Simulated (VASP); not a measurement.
Wanted: the native input for a VASP 6.6.1 run.

| Item | Value |
| --- | --- |
| Task | single point |
| Functional | PBEsol |
| Dispersion | D3(BJ) |
| Potentials or basis | VASP PAW PBE potentials, release 64 (Al) |
| Cutoff | 520 eV |
| k mesh | 18 × 18 × 6 |
| Occupations | gaussian, width 0.15 eV |
| Spin | no spin polarisation |
| Dipole correction | no |
| Further INCAR settings | ALGO = Normal; EDIFF = 1e-06; NBANDS = 14 |

The structure of Al lies in POSCAR:

```
Al
1.0
    2.8377675528      0.0000000000      0.0000000000
   -1.4188837764      2.4575787908      0.0000000000
    0.0000000000      0.0000000000      8.5958816942
Al
4
Direct
    0.0000000000      0.0000000000      0.0000000000
    0.3333333333      0.6666666667      0.2500000000
    0.0000000000      0.0000000000      0.5000000000
    0.6666666667      0.3333333333      0.7500000000
```

This cell differs from its parent crystal: volume 14.987 Å^3 an atom, c/a of the conventional cell 3.0291.

The input as run:

INCAR

```
PREC = Accurate
ENCUT = 520
EDIFF = 1E-6
ISMEAR = 0
SIGMA = 0.15
LREAL = False
LASPH = True
NELM = 60
ALGO = Normal
ISIF = 2
LWAVE = False
LCHARG = True
GGA = PS
IVDW = 12
LELF = True
LVHAR = True
NBANDS = 14
```

KPOINTS

```
Automatic mesh
0
Gamma
  18 18 6
```

Potentials or basis: VASP PAW PBE potentials, release 64 (Al).

Command:

```sh
$ cat potpaw_PBE.64/Al/POTCAR > POTCAR
$ mpirun -np 1 vasp_std > vasp.out
```

It gave:

The pressure is 4.9 GPa, the band gap on the k mesh is zero (band 6 reaches 14.22 eV, above the bottom of band 7 at 7.14 eV) and the dispersion energy per atom is -0.350 eV.

Caveat: the PAW data sets were made with another functional, which shifts forces and pressure a little; pairwise dispersion overbinds metals, which lowers pressure and volume.

It took 48 s on 1 thread of Intel(R) Xeon(R) Platinum 8488C (Sapphire Rapids) (shared host), peak memory 0.24 GiB.
